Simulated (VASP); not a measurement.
# LiCl (P3m1) in VASP: further runs, part 2 of 2

VASP 6.6.1. Earlier steps stand in the parts before.

### 3 Relaxation of cell and atoms, PBEsol

INCAR

```
SYSTEM = LiCl
PREC = Accurate
ENCUT = 600
EDIFF = 1E-6
ISMEAR = 0
SIGMA = 0.02
LREAL = .FALSE.
LASPH = .TRUE.
NELM = 60
ALGO = Normal
ISIF = 3
LWAVE = .FALSE.
LCHARG = .FALSE.
GGA = PS
IBRION = 2
NSW = 65
EDIFFG = -0.01
```

KPOINTS

```
regular mesh
0
G
  9 9 2
  0 0 0
```

POSCAR

```
LiCl
1.0
    3.8814384449      0.0000000000      0.0000000000
   -1.9407192225      3.3614242965      0.0000000000
    0.0000000000      0.0000000000     15.4460742648
Li Cl
5 5
Direct
    0.0000000000      0.0000000000      0.0000000000
    0.3333333333      0.6666666667      0.2000000000
    0.6666666667      0.3333333333      0.4000000000
    0.0000000000      0.0000000000      0.6000000000
    0.3333333333      0.6666666667      0.8000000000
    0.0000000000      0.0000000000      0.1500000000
    0.3333333333      0.6666666667      0.3500000000
    0.6666666667      0.3333333333      0.5500000000
    0.0000000000      0.0000000000      0.7500000000
    0.3333333333      0.6666666667      0.9500000000
```

Potentials or basis: VASP PAW PBE potentials, release 64 (Li_sv, Cl).

On the command line:

```bash
> cat potpaw_PBE.64/Li_sv/POTCAR potpaw_PBE.64/Cl/POTCAR > POTCAR
> mpirun -np 1 vasp_std > vasp.out
```

OUTCAR:

```text
SYSTEM = LiCl
   PREC = Accurate
   ENCUT = 600
   EDIFF = 1E-6
   ISMEAR = 0
   LREAL = .FALSE.
   LASPH = .TRUE.
   NELM = 60
   ISIF = 3
   GGA = PS
   IBRION = 2
   NSW = 65
   EDIFFG = -0.01

 ion  position               nearest neighbor table
   1  0.000  0.000  0.000-   6 2.32  10 2.37  10 2.37  10 2.37
   2  0.333  0.667  0.200-   7 2.32   6 2.37   6 2.37   6 2.37
   3  0.667  0.333  0.400-   8 2.32   7 2.37   7 2.37   7 2.37
   4  0.000  0.000  0.600-   9 2.32   8 2.37   8 2.37   8 2.37
   5  0.333  0.667  0.800-  10 2.32   9 2.37   9 2.37   9 2.37
   6  0.000  0.000  0.150-   1 2.32   2 2.37   2 2.37   2 2.37
   7  0.333  0.667  0.350-   2 2.32   3 2.37   3 2.37   3 2.37
   8  0.667  0.333  0.550-   3 2.32   4 2.37   4 2.37   4 2.37
   9  0.000  0.000  0.750-   4 2.32   5 2.37   5 2.37   5 2.37
  10  0.333  0.667  0.950-   5 2.32   1 2.37   1 2.37   1 2.37

  LATTYP: Found a hexagonal cell.
 ALAT       =     3.8814384449
 C/A-ratio  =     3.9794716531

  Lattice vectors:

 A1 = (   3.8814384449,   0.0000000000,   0.0000000000)
 A2 = (  -1.9407192225,   3.3614242965,   0.0000000000)
 A3 = (   0.0000000000,   0.0000000000,  15.4460742648)

Analysis of symmetry for initial positions (statically):
[... 178 lines left out ...]
   NGX = 15   NGY = 15   NGZ = 61

--------------------------------------- Ionic step        1  -------------------------------------------

 number of electron      49.9999998 magnetization

 Free energy of the ion-electron system (eV)
  ---------------------------------------------------
  ext. energy  EPLUGINS =         0.00000000
  ---------------------------------------------------
  free energy    TOTEN  =       -37.99834262 eV

  energy without entropy =      -37.99834262  energy(sigma->0) =      -37.99834262

------------------------ aborting loop because EDIFF is reached ----------------------------------------

  FORCE on cell =-STRESS in cart. coord.  units (eV):
  Direction    XX          YY          ZZ          XY          YZ          ZX
  --------------------------------------------------------------------------------------
  -------------------------------------------------------------------------------------
  Total       -0.4614002     -0.4614002      0.9039097      0.0000000      0.0000000      0.0000000
  in kB       -3.6682101     -3.6682101      7.1862360      0.0000000      0.0000000      0.0000000
  external PRESSURE =      -0.0500614 kB  Pullay stress =       0.0000000 kB
[... 251 lines left out ...]
--------------------------------------- Ionic step        7  -------------------------------------------

 number of electron      49.9999995 magnetization

 Free energy of the ion-electron system (eV)
  ---------------------------------------------------
  ext. energy  EPLUGINS =         0.00000000
  ---------------------------------------------------
  free energy    TOTEN  =       -38.00938611 eV

  energy without entropy =      -38.00938611  energy(sigma->0) =      -38.00938611

 E-fermi :  -0.8637     XC(G=0):  -7.9736

 val. band max:       -1.0605364145   @ k =   0.0000   0.0000   0.0000
 cond. band min:       4.8137801811   @ k =   0.0000   0.0000   0.0000
 fundamental gap:      5.8743165956
 Fermi energy:        -0.8637314752

 k-point     1 :       0.0000    0.0000    0.0000
  band No.  band energies     occupation
      1     -43.2505      2.00000
      2     -43.2436      2.00000
      3     -43.2190      2.00000
      4     -43.2136      2.00000
      5     -43.1978      2.00000
      6     -13.8519      2.00000
[... 842 lines left out ...]
  FREE ENERGIE OF THE ION-ELECTRON SYSTEM (eV)
  ---------------------------------------------------
  free  energy   TOTEN  =       -38.0093861091 eV

  energy  without entropy=      -38.0093861091  energy(sigma->0) =      -38.00938611

 reached required accuracy - stopping structural energy minimisation
```

It took 5.4 min on 1 thread of Intel Xeon 6975P-C (Granite Rapids), shared host; peak memory 0.43 GiB.

What came out:

| Property | Result |
| --- | --- |
| Free energy | -38.0094 eV |
| Relaxed volume | 20.10 Å³/atom |
| Relaxed cell | a = 3.858 Å, b = 3.858 Å, c = 15.588 Å, α = 90.00°, β = 90.00°, γ = 120.00° |
| Space group after relaxing (to 0.1 Å) | P3m1 (No. 156) |
| Energy gained by relaxing | 1.1 meV/atom |
| Ionic steps | 7 |
| Pressure after relaxing | 0.0 GPa |
| Largest force after relaxing | 0.007 eV/Å |
| Band gap on the k mesh | 5.87 eV |

Forces in eV/Å, atoms in the order of the input:
```
Li   0.000  0.000  0.001
Li   0.000  0.000 -0.005
Li   0.000  0.000 -0.001
Li   0.000  0.000  0.003
Li   0.000  0.000  0.007
Cl   0.000  0.000 -0.006
Cl   0.000  0.000 -0.007
Cl   0.000  0.000  0.000
Cl   0.000  0.000  0.004
Cl   0.000  0.000  0.005
```

Step by step:
| step | energy change (eV) | largest force (eV/Å) | pressure (GPa) | volume (Å³) |
| --- | --- | --- | --- | --- |
| 1 | 0.0000 | 0.1128 | -0.01 | 201.53 |
| 2 | -0.0077 | 0.0641 | -0.02 | 201.51 |
| 3 | -0.0110 | 0.0163 | -0.03 | 201.47 |
| 4 | -0.0110 | 0.0151 | -0.03 | 201.47 |
| 5 | -0.0110 | 0.0135 | -0.03 | 201.47 |
| 6 | -0.0110 | 0.0119 | -0.02 | 201.35 |
| 7 | -0.0110 | 0.0073 | 0.04 | 200.96 |

Final structure:
```
Li Cl
1.0
     3.85828    0.00000    0.00000
    -1.92914    3.34137    0.00000
     0.00000    0.00000   15.58819
Li Cl
5 5
Direct
  0.00000 0.00000 0.99937
  0.33333 0.66667 0.19909
  0.66667 0.33333 0.39946
  0.00000 0.00000 0.59945
  0.33333 0.66667 0.79973
  0.00000 0.00000 0.15053
  0.33333 0.66667 0.35046
  0.66667 0.33333 0.55055
  0.00000 0.00000 0.75064
  0.33333 0.66667 0.95071
```

Levels at points of the mesh, in eV from the valence-band top:
```csv
k point,band 21,band 22,band 23,band 24,band 25,band 26,band 27,band 28,band 29,band 30
"(0.00, 0.00, 0.00)",-0.16,-0.16,-0.04,-0.04,0.00,5.87,6.81,6.83,8.01,8.07
"(0.00, 0.00, 0.50)",-0.25,-0.09,-0.09,-0.06,-0.06,6.14,6.17,7.53,7.54,8.21
```

Caveat: the cutoff is under 1.25 times the usual one of these potentials, so pressure, stress and relaxed cells hold a basis-set (Pulay) error; the PAW data sets were made with another functional, which shifts forces and pressure a little. A k mesh can miss the band edges.
